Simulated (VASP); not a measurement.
Here is a VASP 6.6.1 calculation.

INCAR

```
SYSTEM = P
ALGO = Normal
DIPOL = 0.5 0.5 0.304
EDIFF = 1E-7
ENCUT = 520
GGA = PE
IDIPOL = 3
ISIF = 2
ISMEAR = 0
LASPH = .TRUE.
LCHARG = .TRUE.
LDIPOL = .TRUE.
LELF = .TRUE.
LREAL = .FALSE.
LVACPOTAV = .TRUE.
LVHAR = .TRUE.
LWAVE = .FALSE.
NBANDS = 18
NELM = 80
PREC = Accurate
SIGMA = 0.02
```

The input KPOINTS:

```
k-points
0
G
  8 6 1
  0 0 0
```

POSCAR

```
P
1.0
    3.3037486316      0.0000000000      0.0000000000
    0.0000000000      4.6273775856      0.0000000000
    0.0000000000      0.0000000000     27.9159998800
P
4
Direct
    0.5000000000      0.5889301951      0.3422086086
    0.0000000000      0.9110698049      0.3422086086
    0.5000000000      0.4110698049      0.2667611605
    0.0000000000      0.0889301951      0.2667611605
```

Potentials or basis: VASP PAW PBE potentials, release 64 (P).

Command:

```sh
$ cat potpaw_PBE.64/P/POTCAR > POTCAR
$ mpirun -np 1 vasp_std > vasp.out
```

Q: What does it give for the band gap on the k mesh?

A: 0.92 eV.

Q: Predict the largest force.

A: 0.049 eV/Å.

Q: Predict the ionisation potential of the upper face.

A: 5.05 eV.

Forces in eV/Å, atoms in the order of the input:
```
P    0.000  0.033 -0.036
P    0.000 -0.033 -0.036
P    0.000 -0.033  0.036
P    0.000  0.033  0.036
```
